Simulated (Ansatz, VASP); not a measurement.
## MgO: VASP beside Ansatz

The input INCAR:

```
SYSTEM = MgO
ALGO = Normal
EDIFF = 1E-6
ENCUT = 520
GGA = PE
ISIF = 2
ISMEAR = -1
LASPH = .True.
LCHARG = .False.
LREAL = .False.
LWAVE = .False.
NBANDS = 11
NELM = 80
PREC = Accurate
SIGMA = 0.02
```

KPOINTS

```
k-points
0
Gamma
  10 10 10
  0 0 0
```

The input POSCAR:

```
MgO
1.0
   -0.0525541854      2.1021674167      2.1021674167
    2.1021674167     -0.0525541854      2.1021674167
    2.0496132312      2.0496132312      0.0000000000
Mg O
1 1
Direct
    0.0000000000      0.0000000000      0.0000000000
    0.5000000000      0.5000000000      0.5000000000
```

Input for Ansatz:

```yaml
crystal:
  lattice:
    - [-0.0525541854, 2.1021674167, 2.1021674167]
    - [2.1021674167, -0.0525541854, 2.1021674167]
    - [2.0496132312, 2.0496132312, 0.0]
  atoms:
    - { symbol: Mg, position: [0.0, 0.0, 0.0] }
    - { symbol: O, position: [0.5, 0.5, 0.5] }
kpoints:
  mp_grid: { grid: [10, 10, 10] }
  band_path:
    path:
      - [0.0, 0.0, 0.0]
      - [0.5, 0.0, 0.5]
      - [0.625, 0.25, 0.625]
      - [0.375, 0.375, 0.75]
      - [0.5, 0.5, 0.5]
      - [0.5, 0.25, 0.75]
    npoints: 1
hamiltonian:
  xc: pbe
scf:
  occupations: { method: fermi_dirac, width: 0.02 }
  n_extra_bands: 4
output:
  forces: true
  stress: true
  eigenvalues: true
```

Change from the starting cell: shear_xy strain -5.0%.

Alike in both runs: task single point; functional PBE; k mesh 10 × 10 × 10; occupations fermi-dirac, width 0.02 eV; no spin polarisation.

|  | VASP | Ansatz |
| --- | --- | --- |
| version | VASP 6.6.1 | Ansatz 0.2.0 |
| potentials or method | VASP PAW PBE potentials, release 64 (Mg, O) | plane waves, PAW |
| plane-wave cutoff (eV) | 520 | 420 |
| valence electrons in the cell | 8 | 16 |

```tsv
	VASP	Ansatz	Ansatz less VASP
gap on the k mesh at the Fermi level (eV)	4.56	4.58	+0.018
pressure (GPa)	5.0	5.7	+0.73
traceless stress, the component that is largest in VASP (GPa)	7.43	7.38	-0.055
```

With one functional, cell and mesh, what is left measures potentials, basis and numerics. VASP's potentials hold 8 valence electrons a cell and Ansatz's 16, so a difference there can come from the potentials and not from the codes.
